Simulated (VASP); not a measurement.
# Si2Ni in VASP: further runs, part 2 of 2

VASP 6.6.1. Earlier steps stand in the parts before.

## (4) Single point, PBEsol (uniaxial strain along a: +2.0 %, then relaxed in part)

File INCAR:

```
PREC = Accurate
ENCUT = 520
EDIFF = 1E-6
ISMEAR = 0
SIGMA = 0.1
LREAL = False
LASPH = True
NELM = 60
ALGO = Normal
ISIF = 2
LWAVE = False
LCHARG = False
GGA = PS
NBANDS = 27
```

File KPOINTS:

```
regular mesh
0
Gamma
  10 10 8
```

File POSCAR:

```
Si2Ni
1.0
    2.7496085120      2.7496085120      0.0000000000
   -2.7025310346      2.7025310346      0.0000000000
    0.0000000000      0.0000000000      5.2970459789
Si Ni
4 2
Direct
    0.0000000000      0.5000000000      0.7480230299
    0.5000000000      0.0000000000      0.7519769701
    0.5000000000      0.0000000000      0.2480230299
    0.0000000000      0.5000000000      0.2519769701
    0.0000000000      0.0000000000      0.0000000000
    0.5000000000      0.5000000000      0.5000000000
```

Command:

```
> cat potpaw_PBE.64/Si/POTCAR potpaw_PBE.64/Ni/POTCAR > POTCAR
> mpirun -np 1 vasp_std > vasp.out
```

It took 4.2 min on 1 thread of Intel Xeon Platinum 8488C (Sapphire Rapids), shared host; peak memory 0.41 GiB.

The run converged. Its results:

* Free energy: -37.9559 eV
* Pressure: -0.8 GPa
* Band gap on the k mesh: zero (bands 18 and 19 overlap by 1.76 eV)

Stress tensor (GPa, compression positive):
```
-1.19 -1.28  0.00
-1.28 -1.19  0.00
 0.00  0.00  0.06
```

Levels at points of the mesh, in eV from the Fermi level:
| k point | band 16 | band 17 | band 18 | band 19 | band 20 | band 21 |
| --- | --- | --- | --- | --- | --- | --- |
| (0.00, 0.00, 0.00) | -0.53 | -0.23 | 1.26 | 1.49 | 1.78 | 1.95 |
| (0.50, 0.00, 0.00) | -2.70 | -1.17 | -1.17 | 0.97 | 0.97 | 2.99 |
| (0.00, 0.50, 0.00) | -2.70 | -1.30 | -1.30 | 0.70 | 0.70 | 2.83 |
| (0.50, 0.50, 0.00) | -3.48 | -3.10 | -3.10 | -0.33 | -0.33 | 1.42 |
| (0.00, 0.00, 0.50) | -1.76 | -1.44 | -1.44 | -0.50 | -0.50 | 1.90 |
| (0.50, 0.00, 0.50) | -1.42 | -1.37 | -1.37 | 1.82 | 1.82 | 1.88 |
| (0.00, 0.50, 0.50) | -1.65 | -1.31 | -1.31 | 1.68 | 1.68 | 1.72 |
| (0.50, 0.50, 0.50) | -3.22 | -2.38 | -2.38 | 2.39 | 2.39 | 2.45 |

Caveat: the cell differs from its parent crystal (uniaxial strain along a: +2.0 %, then relaxed in part); the PAW data sets were made with another functional, which shifts forces and pressure a little.

## (5) Relaxation of cell and atoms, PBEsol

This run uses another cell than the first one: it holds 3 atoms, not 6.

File INCAR:

```
SYSTEM = Si2Ni
ALGO     = Normal         ! electronic algorithm
EDIFF    = 1E-6           ! SCF threshold, eV
EDIFFG   = -0.005         ! ionic threshold
ENCUT    = 600            ! plane-wave cutoff, eV
GGA      = PS             ! functional
IBRION   = 2              ! ionic algorithm
ISIF     = 3              ! what is computed and relaxed
ISMEAR   = 0              ! smearing method
LASPH    = .True.         ! aspherical terms in the spheres
LCHARG   = .False.        ! write CHGCAR
LREAL    = .False.        ! projectors in reciprocal space
LWAVE    = .False.        ! write WAVECAR
NELM     = 100            ! most SCF steps
NSW      = 100            ! ionic steps
PREC     = Accurate       ! precision mode
SIGMA    = 0.1            ! smearing width, eV
```

File KPOINTS:

```
k-points
0
Gamma
  14 14 14
  0 0 0
```

File POSCAR:

```
Si2Ni
1.0
    0.0000000000      2.6931550407      2.6931550407
    2.6931550407      0.0000000000      2.6931550407
    2.6931550407      2.6931550407      0.0000000000
Si Ni
2 1
Direct
    0.2500000000      0.2500000000      0.2500000000
    0.7500000000      0.7500000000      0.7500000000
    0.0000000000      0.0000000000      0.0000000000
```

Potentials or basis: VASP PAW PBE potentials, release 64 (Si, Ni).

Command:

```
> cat potpaw_PBE.64/Si/POTCAR potpaw_PBE.64/Ni/POTCAR > POTCAR
> mpirun -np 1 vasp_std > vasp.out
```

OUTCAR:

```text
SYSTEM = Si2Ni
   EDIFF = 1E-6
   EDIFFG = -0.005
   ENCUT = 600
   GGA = PS
   IBRION = 2
   ISIF = 3
   ISMEAR = 0
   LASPH = .True.
   LREAL = .False.
   NELM = 100
   NSW = 100
   PREC = Accurate

 ion  position               nearest neighbor table
   1  0.250  0.250  0.250-   3 2.33   3 2.33   3 2.33   3 2.33   2 2.69   2 2.69   2 2.69   2 2.69
                             2 2.69   2 2.69
   2  0.750  0.750  0.750-   3 2.33   3 2.33   3 2.33   3 2.33   1 2.69   1 2.69   1 2.69   1 2.69
                             1 2.69   1 2.69
   3  0.000  0.000  0.000-   1 2.33   2 2.33   2 2.33   2 2.33   2 2.33   1 2.33   1 2.33   1 2.33

  LATTYP: Found a face centered cubic cell.
 ALAT       =     5.3863100814

  Lattice vectors:

 A1 = (   0.0000000000,   2.6931550407,   2.6931550407)
 A2 = (   2.6931550407,   0.0000000000,   2.6931550407)
 A3 = (   2.6931550407,   2.6931550407,   0.0000000000)

Analysis of symmetry for initial positions (statically):
=====================================================================
 Subroutine PRICEL returns:
 Original cell was already a primitive cell.

 Routine SETGRP: Setting up the symmetry group for a
 face centered cubic supercell.

 Subroutine GETGRP returns: Found 48 space group operations
 (whereof 48 operations were pure point group operations)
 out of a pool of 48 trial point group operations.

The static configuration has the point symmetry O_h .

Analysis of symmetry for dynamics (positions and initial velocities):
=====================================================================
 Subroutine PRICEL returns:
 Original cell was already a primitive cell.

 Routine SETGRP: Setting up the symmetry group for a
 face centered cubic supercell.

 Subroutine GETGRP returns: Found 48 space group operations
 (whereof 48 operations were pure point group operations)
 out of a pool of 48 trial point group operations.

The dynamic configuration has the point symmetry O_h .

 Subroutine INISYM returns: Found 48 space group operations
 (whereof 48 operations are pure point group operations),
 and found     1 'primitive' translations

----------------------------------------------------------------------------------------

                                     Primitive cell

  volume of cell :      39.0674

  direct lattice vectors                    reciprocal lattice vectors
     0.000000000  2.693155041  2.693155041    -0.185655854  0.185655854  0.185655854
     2.693155041  0.000000000  2.693155041     0.185655854 -0.185655854  0.185655854
     2.693155041  2.693155041  0.000000000     0.185655854  0.185655854 -0.185655854

  length of vectors
     3.808696384  3.808696384  3.808696384     0.321565372  0.321565372  0.321565372

  position of ions in fractional coordinates (direct lattice)
     0.250000000  0.250000000  0.250000000
     0.750000000  0.750000000  0.750000000
     0.000000000  0.000000000  0.000000000

  ion indices of the primitive-cell ions
   primitive index   ion index
                 1           1
                 2           2
                 3           3

----------------------------------------------------------------------------------------

 KPOINTS: k-points

Automatic generation of k-mesh.
 Grid dimensions read from file:
 generate k-points for:   14   14   14

 Generating k-lattice:

[... 55 lines left out ...]
   ISPIN  =      1    spin polarized calculation?
   LNONCOLLINEAR =      F non collinear calculations
   LSORBIT =      F    spin-orbit coupling
   LASPH  =      T    aspherical Exc in radial PAW
   ENCUT  =  600.0 eV  44.10 Ry    6.64 a.u.   7.61  7.61  7.61*2*pi/ulx,y,z
   NELM   =    100;   NELMIN=  2; NELMDL= -5     # of ELM steps
   EDIFF  = 0.1E-05   stopping-criterion for ELM
   LREAL  =      F    real-space projection
   EDIFFG = -.5E-02   stopping-criterion for IOM
   NSW    =    100    number of steps for IOM
   IBRION =      2    ionic relax: 0-MD 1-quasi-New 2-CG
   NFREE  =      1    steps in history (QN), initial steepest desc. (CG)
   ISIF   =      3    stress and relaxation
   ISYM   =      2    0-nonsym 1-usesym 2-fastsym
   POTIM  = 0.5000    time-step for ionic-motion
   TEBEG  =    0.0;   TEEND  =   0.0 temperature during run
   PSTRESS=    0.0 pullay stress
   NELECT =      18.0000    total number of electrons
   NUPDOWN=      -1.0000    fix difference up-down
   EMIN   =  10.00;   EMAX   =-10.00  energy-range for DOS
   EFERMI =   0.00;   METHOD = LEGACY
   ISMEAR =     0;   SIGMA  =   0.10  broadening in eV -4-tet -1-fermi 0-gaus
   EFERMI_NEDOS =   21; number of points for ismear=-14 and -15
   IALGO  =     38    algorithm
   IMIX   =      4    mixing-type and parameters
     AMIX     =   0.40;   BMIX     =  1.00
     AMIX_MAG =   1.60;   BMIX_MAG =  1.00
  volume/ion in A,a.u.               =      13.02        87.88
  Fermi-wavevector in a.u.,A,eV,Ry     =   1.264429  2.389424 21.752718  1.598780
  Thomas-Fermi vector in A             =   2.397734
   LORBIT       =      0    0 simple, 1 ext, 2 COOP (PROOUT), +10 PAW based schemes
   GGA     = PS    functional components
   LHFCALC =     F    Hartree Fock is set to
   AEXX    =    0.0000 exact exchange contribution
   IVDW    =     0    specifies the selected vdW correction
   LEPSILON=     F    determine dielectric tensor
   LRPA    =     F    only Hartree local field effects (RPA)
 conjugate gradient relaxation of ions
 non-spin polarized calculation
 Gauss-broadening in eV      SIGMA  =   0.10
  energy-cutoff  :      600.00
  volume of cell :       39.07
 maximum number of plane-waves:      1323
   NGX = 15   NGY = 15   NGZ = 15

--------------------------------------- Ionic step        1  -------------------------------------------

 number of electron      17.9999991 magnetization

 Free energy of the ion-electron system (eV)
  ---------------------------------------------------
  ext. energy  EPLUGINS =         0.00000000
  ---------------------------------------------------
  free energy    TOTEN  =       -18.98339006 eV

  energy without entropy =      -18.97901767  energy(sigma->0) =      -18.98120387

------------------------ aborting loop because EDIFF is reached ----------------------------------------

  FORCE on cell =-STRESS in cart. coord.  units (eV):
  Direction    XX          YY          ZZ          XY          YZ          ZX
  --------------------------------------------------------------------------------------
  -------------------------------------------------------------------------------------
  Total        0.1042985      0.1042985      0.1042985      0.0000000      0.0000000     -0.0000000
  in kB        4.2773460      4.2773460      4.2773460      0.0000000      0.0000000     -0.0000000
  external PRESSURE =       4.2773460 kB  Pullay stress =       0.0000000 kB
[... 61 lines left out ...]
--------------------------------------- Ionic step        3  -------------------------------------------

 number of electron      17.9999990 magnetization

 Free energy of the ion-electron system (eV)
  ---------------------------------------------------
  ext. energy  EPLUGINS =         0.00000000
  ---------------------------------------------------
  free energy    TOTEN  =       -18.98363182 eV

  energy without entropy =      -18.97928806  energy(sigma->0) =      -18.98145994

 E-fermi :  10.5135     XC(G=0): -11.7306

 val. band max:       10.4611863370   @ k =  -0.0714   0.0714   0.0000
 cond. band min:      10.5415029437   @ k =  -0.2143   0.1429   0.0000
 fundamental gap:      0.0803166067
 Fermi energy:        10.5134598035

 k-point     1 :       0.0000    0.0000    0.0000
  band No.  band energies     occupation
      1      -3.4541      2.00000
      2       5.2080      2.00000
      3       5.2080      2.00000
      4       5.2080      2.00000
      5       6.9124      2.00000
      6       6.9124      2.00000
      7      10.2539      1.99976
      8      12.1929      0.00000
      9      12.1929      0.00000
     10      12.1929      0.00000
     11      12.7093      0.00000
     12      12.7093      0.00000
     13      12.7093      0.00000
[... 354 lines left out ...]
  band No.  band energies     occupation
      1      -2.3510      2.00000
      2       3.6879      2.00000
      3       5.3708      2.00000
      4       5.4128      2.00000
      5       6.3764      2.00000
      6       7.0447      2.00000
      7       8.0037      2.00000
      8       9.1320      2.00000
      9       9.7077      2.00000
     10      10.8826      0.00000
     11      13.4149      0.00000
     12      14.0758      0.00000
     13      14.5821      0.00000

 [... further k-points ...]

------------------------ aborting loop because EDIFF is reached ----------------------------------------

  FORCE on cell =-STRESS in cart. coord.  units (eV):
  Direction    XX          YY          ZZ          XY          YZ          ZX
  --------------------------------------------------------------------------------------
  -------------------------------------------------------------------------------------
  Total       -0.0049798     -0.0049798     -0.0049798     -0.0000000     -0.0000000      0.0000000
  in kB       -0.2034403     -0.2034403     -0.2034403     -0.0000000     -0.0000000      0.0000000
  external PRESSURE =      -0.2034403 kB  Pullay stress =       0.0000000 kB
[... 18 lines left out ...]
  FREE ENERGIE OF THE ION-ELECTRON SYSTEM (eV)
  ---------------------------------------------------
  free  energy   TOTEN  =       -18.9836318246 eV

  energy  without entropy=      -18.9792880645  energy(sigma->0) =      -18.98145994

 reached required accuracy - stopping structural energy minimisation
```

Wall time 61 s (1 thread of AMD EPYC 9R45 (Zen 5), shared host); peak memory 0.19 GiB.

What came out:

```yaml
Free_energy: -18.9836 eV
Relaxed_volume: 13.07 Å³/atom
Relaxed_cell: a = 3.814 Å, b = 3.814 Å, c = 3.814 Å, α = 60.00°, β = 60.00°, γ = 60.00°
Space_group_after_relaxing_to_0.1_Å: Fm-3m (No. 225)
Energy_gained_by_relaxing: 0.1 meV/atom
Ionic_steps: 3
Pressure_after_relaxing: 0.0 GPa
Band_gap_on_the_k_mesh: zero (bands 9 and 10 overlap by 2.13 eV)
```

Step by step:
| step | energy change (eV) | largest force (eV/Å) | pressure (GPa) | volume (Å³) |
| --- | --- | --- | --- | --- |
| 1 | 0.0000 | 0.0000 | 0.43 | 39.07 |
| 2 | -0.0002 | 0.0000 | -0.20 | 39.26 |
| 3 | -0.0002 | 0.0000 | -0.02 | 39.22 |

Final structure:
```yaml
crystal:
  lattice:
    - [0.00000, 2.69662, 2.69662]
    - [2.69662, 0.00000, 2.69662]
    - [2.69662, 2.69662, 0.00000]
  atoms:
    - { symbol: Si, position: [0.25000, 0.25000, 0.25000] }
    - { symbol: Si, position: [0.75000, 0.75000, 0.75000] }
    - { symbol: Ni, position: [0.00000, 0.00000, 0.00000] }
```

Levels at points of the mesh, in eV from the Fermi level:
```
           k point  band 5  band 6  band 7  band 8  band 9  band 10  band 11  band 12  band 13
(0.00, 0.00, 0.00)   -3.60   -3.60   -0.26    1.68    1.68     1.68     2.20     2.20     2.20
(0.50, 0.00, 0.00)   -3.81   -3.42   -3.42   -1.50   -1.50     1.71     1.77     1.77     2.61
(0.50, 0.50, 0.00)   -4.61   -3.70   -3.70   -3.53   -3.19    -0.45     1.29     7.71     8.32
```

Caveat: the PAW data sets were made with another functional, which shifts forces and pressure a little. Spin polarisation is off, so any magnetic state and its effect on volume and gap are missing.

## (6) Overview

| task | cell | k mesh | cutoff (eV) | gap on the mesh (eV) | pressure (GPa) |
| --- | --- | --- | --- | --- | --- |
| single point | a = 3.736, b = 3.831, c = 5.418 Å, 6 atoms, atomic positions A | 10 × 10 × 8 | 520 | none | 1.6 |
| single point | a = 3.736, b = 3.804, c = 5.468 Å, 6 atoms, atomic positions B | 10 × 10 × 8 | 520 | none | 1.2 |
| single point | a = 3.889, b = 3.822, c = 5.297 Å, 6 atoms, atomic positions A | 10 × 10 × 8 | 520 | none | -0.8 |
| relaxation of cell and atoms | relaxed from a = 3.809 Å, angles 60.0°, 3 atoms, atomic positions C | 14 × 14 × 14 | 600 | none | 0.0 |

Alike in all rows: level PBEsol; potentials or basis VASP PAW PBE potentials, release 64 (Si, Ni); no spin polarisation; smearing gaussian 0.1 eV.

Caveats: the PAW data sets were made with another functional, which shifts forces and pressure a little.

Absolute energies hang on the potentials; compare differences alone.
